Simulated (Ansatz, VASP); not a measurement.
# FeCo in VASP and in Ansatz

```
CELL_PARAMETERS angstrom
2.77740 0.00000 0.00000
0.00000 2.77740 0.00000
0.00000 0.00000 2.77740
ATOMIC_POSITIONS crystal
Co 0.00000 0.00000 0.00000
Fe 0.50000 0.50000 0.50000
```

Alike in both runs: task single point; functional PBE; k mesh 2 × 2 × 2; non-collinear spin.

|  | VASP | Ansatz |
| --- | --- | --- |
| version | VASP 6.6.1 | Ansatz development build ahead of 0.2.0 |
| potentials or method | VASP PAW PBE potentials, release 64 (Co, Fe) | PAW (an earlier, plane waves, scalar-relativistic |
| plane-wave cutoff (eV) | 600 | 900 |
| occupations | gaussian, width 0.05 eV | gaussian |

Ansatz gave:

| Quantity | Value |
| --- | --- |
| net moment per atom (μB) | 2.12 |
| size of the moment on the site where the two differ most (μB) | 1.82 |

Question: Estimate VASP's values.

Answer: net moment per atom (μB): 2.13; size of the moment on the site where the two differ most (μB): 1.76.

Site moments also hang on the region over which each program counts them. Ansatz's warnings: seeded moment not kept.

The k mesh is coarse, so the values compare programs but aren't converged.
